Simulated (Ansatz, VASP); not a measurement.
One calculation of Ni, two programs

```xyz
1
Lattice="2.3756 0.0000 0.0000 0.0000 2.3756 0.0000 0.0000 0.0000 2.3756" Properties=species:S:1:pos:R:3 pbc="T T T"
Ni    0.0000    0.0000    0.0000
```

Alike in both runs: task single point; functional revPBE; k mesh 15 × 15 × 15; occupations fermi-dirac, width 0.1 eV; no spin polarisation.

|  | VASP | Ansatz |
| --- | --- | --- |
| version | VASP 6.6.1 | Ansatz 0.2.0 |
| potentials or method | VASP PAW PBE potentials, release 64 (Ni), cutoff 600 eV | plane waves (420 eV) with PAW, scalar-relativistic |
| valence electrons in the cell | 10 | 18 |

VASP gave:

```
pressure (GPa) : -4.8
```

Question: Which values does Ansatz return?

Answer: Pressure (GPa): -4.9.

VASP's potentials were made for PBE, not for revPBE. The functional is the same, so the differences come from potentials, cutoffs and numerics. VASP's potentials hold 10 valence electrons a cell and Ansatz's 18, so a difference there can come from the potentials and not from the codes.
